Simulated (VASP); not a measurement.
Runs of VASP 6.6.1 on Cd. The structure is that of space group Fm-3m (No. 225), or close to it. The cells are those of the table. 

```csv
cell,gap on the mesh (eV),pressure (GPa)
"a = 3.090, b = 3.090, c = 3.137 Å, angles 59.5, 59.5, 61.0°, 1 atom",none,-0.2
"a = 3.161, b = 3.161, c = 3.137 Å, angles 60.2, 60.2, 59.5°, 1 atom",none,-2.5
"a = 3.184, b = 3.184, c = 3.137 Å, angles 60.5, 60.5, 59.0°, 1 atom",none,-3.0
"a = 3.137 Å, angles 60.0°, 1 atom",none,(b)
"a = 3.113, b = 3.113, c = 3.137 Å, angles 59.8, 59.8, 60.5°, 1 atom",none,(a)
```

Alike in all rows: task single point; level PBEsol; potentials or basis VASP PAW PBE potentials, release 64 (Cd); no spin polarisation; k mesh 13 × 13 × 13; cutoff (eV) 520; smearing gaussian 0.3 eV.

Question: Fill in the values left out.

Answer: (a) -1.1; (b) -1.8.

Caveats: so wide a smearing shifts energies and pressures; the PAW data sets were made with another functional, which shifts forces and pressure a little; the cell stands under tension (at least some runs).

A k mesh can miss the band edges, and the runs leave out spin-orbit coupling on Cd.

A gap of «none» marks levels without a gap at the run's occupations.
